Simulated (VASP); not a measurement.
Set up this calculation in VASP 6.6.1, as the native input.

```yaml
Task: single point
Functional: PBE
Potentials_or_basis: VASP PAW PBE potentials, release 64 (Cu, O)
Cutoff: 520 eV
k_mesh: 4 × 7 × 4
Occupations: fermi-dirac, width 0.05 eV
Spin: collinear spin
Starting_moments: "[1.0, -1.0, -1.0, 1.0, 0.0, 0.0, 0.0, 0.0] μB"
Dipole_correction: no
Further_INCAR_settings: ALGO = Normal; EDIFF = 1e-06; NBANDS = 48
```

The structure of CuO lies in POSCAR:

```
CuO
1.0
    4.6791000000     -3.4805000000      0.0000000000
    2.3395500000      1.7402500000      0.0000000000
   -0.7652000000      0.0000000000      5.0607800000
Cu O
4 4
Direct
    0.0000000000      0.5000000000      0.0000000000
    0.5000000000      0.5000000000      0.0000000000
    0.2500000000      0.0000000000      0.5000000000
    0.7500000000      0.0000000000      0.5000000000
    0.2738500000      0.4523000000      0.2500000000
    0.7738500000      0.4523000000      0.2500000000
    0.2261500000      0.5477000000      0.7500000000
    0.7261500000      0.5477000000      0.7500000000
```

One way to write it, as run:

INCAR

```
SYSTEM = CuO
PREC = Accurate
ENCUT = 520
EDIFF = 1E-6
ISMEAR = -1
SIGMA = 0.05
LREAL = .False.
LASPH = .True.
NELM = 150
ALGO = Normal
ISIF = 2
LWAVE = .False.
LCHARG = .False.
ISPIN = 2
MAGMOM = 1 -1 -1 1 0 0 0 0
LORBIT = 11
LMAXMIX = 4
GGA = PE
NBANDS = 48
```

KPOINTS

```
Automatic mesh
0
Gamma
  4 7 4
  0 0 0
```

Potentials or basis: VASP PAW PBE potentials, release 64 (Cu, O).

Run with:

```bash
$ cat potpaw_PBE.64/Cu/POTCAR potpaw_PBE.64/O/POTCAR > POTCAR
$ mpirun -np 1 vasp_std > vasp.out
```

It gave:

```json
{"Pressure": "7.6 GPa", "Largest force": "0.222 eV/Å", "Band gap on the k mesh": "zero (filled and empty bands overlap)", "Net moment": "0.00 μB per cell", "Valence electrons inside the program's atomic spheres": "Cu 9.93; O 4.97"}
```

Caveat: the cell stands under pressure; semilocal functionals often make such compounds metallic where correlation or magnetic order opens a gap, which also shifts bond lengths.

Wall time 15 min on 1 thread of Oxide Virtual Turin-like Processor, with other jobs on the host, peak memory 0.41 GiB.
